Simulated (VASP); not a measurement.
Set up this calculation in VASP 6.6.1, as the native input.

```
Task                   : single point
Functional             : PBEsol
Potentials or basis    : VASP PAW PBE potentials, release 64 (Mo_sv, Se)
Cutoff                 : 520 eV
k mesh                 : 14 × 14 × 14
Occupations            : gaussian, width 0.1 eV
Spin                   : collinear spin
Starting moments       : [3.5, 0.0] μB
Dipole correction      : no
Further INCAR settings : ALGO = Normal; EDIFF = 1e-07; NBANDS = 21
```

The structure of MoSe lies in POSCAR:

```
MoSe
1.0
    0.0000000000      2.5748516654      2.5748516654
    2.5748516654      0.0000000000      2.5748516654
    2.5748516654      2.5748516654      0.0000000000
Mo Se
1 1
Direct
    0.0000000000      0.0000000000      0.0000000000
    0.5000000000      0.5000000000      0.5000000000
```

The input as run:

INCAR

```
SYSTEM = MoSe
PREC = Accurate
ENCUT = 520
EDIFF = 1E-7
ISMEAR = 0
SIGMA = 0.1
LREAL = .FALSE.
LASPH = .TRUE.
NELM = 150
ALGO = Normal
ISIF = 2
LWAVE = .FALSE.
LCHARG = .FALSE.
ISPIN = 2
MAGMOM = 3.5 0
LORBIT = 11
LMAXMIX = 4
GGA = PS
NBANDS = 21
```

KPOINTS

```
regular mesh
0
G
  14 14 14
  0 0 0
```

Potentials or basis: VASP PAW PBE potentials, release 64 (Mo_sv, Se).

Launch:

```console
$ cat potpaw_PBE.64/Mo_sv/POTCAR potpaw_PBE.64/Se/POTCAR > POTCAR
$ mpirun -np 1 vasp_std > vasp.out
```

Results of the run:

```json
{"Pressure": "0.4 GPa", "Band gap on the k mesh": "zero (filled and empty bands overlap)", "Net moment": "0.00 μB per cell", "Valence electrons inside the program's atomic spheres": "Mo 12.44; Se 3.96"}
```

Caveat: the PAW data sets were made with another functional, which shifts forces and pressure a little.

Wall time 5.6 min on 1 thread of Intel Xeon 8259CL, with other jobs on the host, peak memory 0.26 GiB.
